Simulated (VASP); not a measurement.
A run of VASP 6.6.1 is set up as follows.

INCAR

```
SYSTEM = HfN
ALGO     = Normal         ! electronic algorithm
EDIFF    = 1E-7           ! SCF threshold, eV
ENCUT    = 520            ! plane-wave cutoff, eV
GGA      = PE             ! functional
ISIF     = 2              ! what is computed and relaxed
ISMEAR   = 0              ! smearing method
LASPH    = .TRUE.         ! aspherical terms in the spheres
LCHARG   = .FALSE.        ! write CHGCAR
LREAL    = .FALSE.        ! projectors in reciprocal space
LWAVE    = .FALSE.        ! write WAVECAR
NBANDS   = 14             ! bands
NELM     = 80             ! most SCF steps
PREC     = Accurate       ! precision mode
SIGMA    = 0.15           ! smearing width, eV
```

The input KPOINTS:

```
k-points
0
G
  20 20 20
  0 0 0
```

File POSCAR:

```
HfN
1.0
    0.0000000000      2.2590000000      2.2590000000
    2.2590000000      0.0000000000      2.2590000000
    2.2590000000      2.2590000000      0.0000000000
Hf N
1 1
Direct
    0.0000000000      0.0000000000      0.0000000000
    0.5000000000      0.5000000000      0.5000000000
```

Potentials or basis: VASP PAW PBE potentials, release 64 (Hf_pv, N).

Run with:

```console
$ cat potpaw_PBE.64/Hf_pv/POTCAR potpaw_PBE.64/N/POTCAR > POTCAR
$ mpirun -np 1 vasp_std > vasp.out
```

Question: Estimate the pressure.

Answer: 3.0 GPa.
